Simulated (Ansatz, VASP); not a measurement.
# KBr: VASP beside Ansatz

The input POSCAR:

```
KBr
1.0
    0.0000000000      3.3024387198      3.3024387198
    3.3024387198      0.0000000000      3.3024387198
    3.3024387198      3.3024387198      0.0000000000
K Br
1 1
Direct
    0.0000000000      0.0000000000      0.0000000000
    0.5000000000      0.5000000000      0.5000000000
```

File INCAR.step1:

```
ALGO = Normal
EDIFF = 1E-4
ENCUT = 520
GGA = PE
ISMEAR = 0
LASPH = T
LCHARG = F
LREAL = F
LWAVE = T
NBANDS = 15
NELM = 60
PREC = Accurate
SIGMA = 0.01
```

The input INCAR.step2:

```
ALGO = Normal
EDIFF = 1E-6
ENCUT = 520
ISIF = 2
ISMEAR = 0
ISTART = 1
LASPH = T
LCHARG = T
LELF = T
LMIXTAU = T
LREAL = F
LVHAR = T
LWAVE = F
METAGGA = R2SCAN
NBANDS = 15
NELM = 60
PREC = Accurate
SIGMA = 0.01
```

File KPOINTS:

```
k-points
0
Gamma
  6 6 6
```

Input for Ansatz:

```yaml
crystal:
  lattice:
    - [0.0, 3.3024387198, 3.3024387198]
    - [3.3024387198, 0.0, 3.3024387198]
    - [3.3024387198, 3.3024387198, 0.0]
  atoms:
    - { symbol: K, position: [0.0, 0.0, 0.0] }
    - { symbol: Br, position: [0.5, 0.5, 0.5] }
kpoints:
  mp_grid: { grid: [6, 6, 6] }
hamiltonian:
  xc: r2scan
scf:
  occupations: { method: fixed }
  n_extra_bands: 4
output:
  forces: true
  stress: true
  eigenvalues: true
```

Alike in both runs: task single point; functional r2SCAN; k mesh 6 × 6 × 6; no spin polarisation.

```csv
,VASP,Ansatz
version,VASP 6.6.1,Ansatz 0.2.0
potentials or method,"VASP PAW PBE potentials, release 64 (K_sv, Br)","plane waves, PAW"
plane-wave cutoff (eV),520,500
occupations,"gaussian, width 0.01 eV",fixed
valence electrons in the cell,16,16
```

|  | VASP | Ansatz | Ansatz less VASP |
| --- | --- | --- | --- |
| gap on the k mesh at the Fermi level (eV) | 5.07 | 5.07 | -0.002 |
| pressure (GPa) | 0.0 | 0.0 | 0.00 |

VASP's potentials were made for PBE, not for r2SCAN.
